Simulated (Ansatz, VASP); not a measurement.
**One calculation of AgCl, two programs**

```
Ag Cl
1.0
     3.39559   -0.04194    0.00000
    -0.04194    3.39559    0.00000
     0.00000    0.00000    3.39559
Ag Cl
1 1
Direct
  0.00000 0.00000 0.00000
  0.50000 0.50000 0.50000
```

Change from the starting cell: shear_xy strain -2.5%.

Alike in both runs: task single point; functional r2SCAN; k mesh 8 × 8 × 8; no spin polarisation.

|  | VASP | Ansatz |
| --- | --- | --- |
| version | VASP 6.6.1 | Ansatz 0.2.0 |
| potentials or method | VASP PAW PBE potentials, release 64 (Ag, Cl) | plane waves, PAW |
| plane-wave cutoff (eV) | 520 | 500 |
| occupations | gaussian, width 0.01 eV | fixed |
| valence electrons in the cell | 18 | 26 |

VASP gave:

- gap on the k mesh at the Fermi level (eV): 1.10
- pressure (GPa): -0.1
- traceless stress, the component that is largest in VASP (GPa): -0.26

**Question.** What did Ansatz give for the same quantities?

**Answer.** gap on the k mesh at the Fermi level (eV): 1.15; pressure (GPa): 0.0; traceless stress, the component that is largest in VASP (GPa): -0.25.

VASP's potentials were made for PBE, not for r2SCAN. VASP's potentials hold 18 valence electrons a cell and Ansatz's 26, so a difference there can come from the potentials and not from the codes.
